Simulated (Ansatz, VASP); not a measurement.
## BiBrO in VASP and in Ansatz

File INCAR:

```
SYSTEM = BiBrO
PREC = Accurate
ENCUT = 520
EDIFF = 1E-6
ISMEAR = 0
SIGMA = 0.05
LREAL = .FALSE.
LASPH = .TRUE.
NELM = 100
ALGO = Normal
ISIF = 2
LWAVE = .FALSE.
LCHARG = .FALSE.
NBANDS = 37
```

The input KPOINTS:

```
Automatic mesh
0
G
  8 8 4
  0 0 0
```

Contents of POSCAR:

```
BiBrO
1.0
    4.0767000000      0.0000000000      0.0000000000
    0.0000000000      4.0767000000      0.0000000000
    0.0000000000      0.0000000000      8.2811000000
Bi Br O
2 2 2
Direct
    0.0000000000      0.5000000000      0.1575579020
    0.5000000000      0.0000000000      0.8424420980
    0.0000000000      0.5000000000      0.6517216503
    0.5000000000      0.0000000000      0.3482783497
    0.0000000000      0.0000000000      0.0000000000
    0.5000000000      0.5000000000      0.0000000000
```

Input for Ansatz:

```yaml
crystal:
  lattice:
    - [4.0767, 0.0, 0.0]
    - [0.0, 4.0767, 0.0]
    - [0.0, 0.0, 8.2811]
  atoms:
    - { symbol: Bi, position: [0.0, 0.5, 0.157557902] }
    - { symbol: Bi, position: [0.5, 0.0, 0.842442098] }
    - { symbol: Br, position: [0.0, 0.5, 0.6517216503] }
    - { symbol: Br, position: [0.5, 0.0, 0.3482783497] }
    - { symbol: O, position: [0.0, 0.0, 0.0] }
    - { symbol: O, position: [0.5, 0.5, 0.0] }
basis:
  ecutwfc: 520.0
kpoints:
  mp_grid: { grid: [8, 8, 4] }
hamiltonian:
  xc: lda
  pseudopotentials: { kind: paw }
scf:
  occupations: { method: gaussian, width: 0.05 }
output:
  forces: true
  stress: true
  eigenvalues: true
```

Alike in both runs: task single point; functional LDA; k mesh 8 × 8 × 4; occupations gaussian, width 0.05 eV; no spin polarisation.

|  | VASP | Ansatz |
| --- | --- | --- |
| version | VASP 6.6.1 | Ansatz 0.2.0 |
| potentials or method | VASP PAW LDA potentials, release 64 (Bi_d, Br, O), cutoff 520 eV | scalar-relativistic, plane waves, PAW |
| valence electrons in the cell | 56 | 56 |

```csv
,VASP,Ansatz,Ansatz less VASP
gap on the k mesh at the Fermi level (eV),1.95,1.96,+0.008
least direct gap on the mesh (eV),2.04,2.04,+0.002
pressure (GPa),-10.2,-10.4,-0.14
"traceless stress, the component that is largest in VASP (GPa)",1.58,1.61,+0.030
rms of the force components (eV/Å),0.469,0.486,+0.0172
```

LDA's correlation is that of Perdew and Zunger in VASP and of Perdew and Wang (1992) in Ansatz. Atom by atom the forces differ by 0.018 eV/Å (rms over components).

Spin-orbit coupling is off throughout.
